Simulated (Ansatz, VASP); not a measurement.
## KCdCO3F in VASP and in Ansatz

```
CELL_PARAMETERS angstrom
5.13260 0.00000 0.00000
-2.56630 4.44496 0.00000
0.00000 0.00000 4.48870
ATOMIC_POSITIONS crystal
K 0.00000 0.00000 0.00000
Cd 0.66667 0.33333 0.50000
C 0.33333 0.66667 0.50000
O 0.18787 0.37574 0.50000
O 0.18787 0.81213 0.50000
O 0.62426 0.81213 0.50000
F 0.66667 0.33333 0.00000
```

Alike in both runs: task single point; functional PBE; k mesh 6 × 6 × 6; no spin polarisation.

|  | VASP | Ansatz |
| --- | --- | --- |
| version | VASP 6.6.1 | Ansatz 0.2.0 |
| potentials or method | VASP PAW PBE potentials, release 64 (K_sv, Cd, C, O, F) | plane waves, PAW |
| plane-wave cutoff (eV) | 520 | 420 |
| occupations | gaussian, width 0.01 eV | fixed |
| valence electrons in the cell | 50 | 58 |

|  | VASP | Ansatz | Ansatz less VASP |
| --- | --- | --- | --- |
| gap on the k mesh at the Fermi level (eV) | 1.75 | 1.78 | +0.026 |
| pressure (GPa) | 0.7 | 0.0 | -0.73 |
| traceless stress, the component that is largest in VASP (GPa) | -0.38 | 0.02 | +0.403 |
| rms of the force components (eV/Å) | 0.098 | 0.000 | -0.0973 |

Atom by atom the forces differ by 0.098 eV/Å (rms over components). VASP's potentials hold 50 valence electrons a cell and Ansatz's 58, so a difference there can come from the potentials and not from the codes.
